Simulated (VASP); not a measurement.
Write the native input for VASP 6.6.1 that does the following.

```
Task                   : relaxation of cell and atoms
Functional             : PBE
Potentials or basis    : VASP PAW PBE potentials, release 64 (Be, H_h)
Cutoff                 : 1230 eV
k mesh                 : 6 × 6 × 6
Occupations            : gaussian, width 0.1 eV
Spin                   : no spin polarisation
Dipole correction      : no
Further INCAR settings : ALGO = Normal; EDIFF = 1e-07; IBRION = 2; EDIFFG = -0.04; NSW = 90; ISIF = 3
```

The structure of Be2H3 lies in POSCAR:

```
Be2H3
1.0
    1.7841643100      1.0300877500      3.2598775800
   -1.7841643100      1.0300877500      3.2598775800
    0.0000000000     -2.0601754900      3.2598775800
Be H
2 3
Direct
    0.5725774400      0.5725774400      0.5725774400
    0.3880372600      0.3880372600      0.3880372600
    0.0247165200      0.3401989400      0.0247165200
    0.0247165200      0.0247165200      0.3401989400
    0.3401989400      0.0247165200      0.0247165200
```

The cell was generated, and may not be a known phase.

These files were run (other wordings do the same):

INCAR

```
PREC = Accurate
ENCUT = 1230
EDIFF = 1E-7
ISMEAR = 0
SIGMA = 0.1
LREAL = False
LASPH = True
NELM = 120
ALGO = Normal
ISIF = 3
LWAVE = False
LCHARG = False
GGA = PE
IBRION = 2
NSW = 90
EDIFFG = -0.04
GGA_COMPAT = False
NELMIN = 4
```

KPOINTS

```
regular mesh
0
Gamma
  6 6 6
```

Potentials or basis: VASP PAW PBE potentials, release 64 (Be, H_h).

Command:

```console
$ cat potpaw_PBE.64/Be/POTCAR potpaw_PBE.64/H_h/POTCAR > POTCAR
$ mpirun -np 1 vasp_std > vasp.out
```

Results of the run:

The relaxed volume is 5.73 Å³/atom and the relaxed cell is a = 4.079 Å, b = 4.079 Å, c = 4.079 Å, α = 43.01°, β = 43.01°, γ = 43.01°. The space group after relaxing (to 0.1 Å) is R-3m (No. 166), the energy gained by relaxing is 290.0 meV/atom and the ionic steps are 40. The pressure after relaxing is -0.1 GPa and the largest force after relaxing is 0.039 eV/Å. The band gap on the k mesh is zero (an odd number of electrons rules out a gap without spin polarisation).

Caveat: the volume moved by over 15 % at a fixed basis, so the end points are rough; an odd number of electrons without spin polarisation forces a metal; a magnetic or distorted state may lie lower.

Run time: 11 min on 1 thread of AMD EPYC 7R13 Processor (Zen 3), on a shared host, peak memory 0.31 GiB.
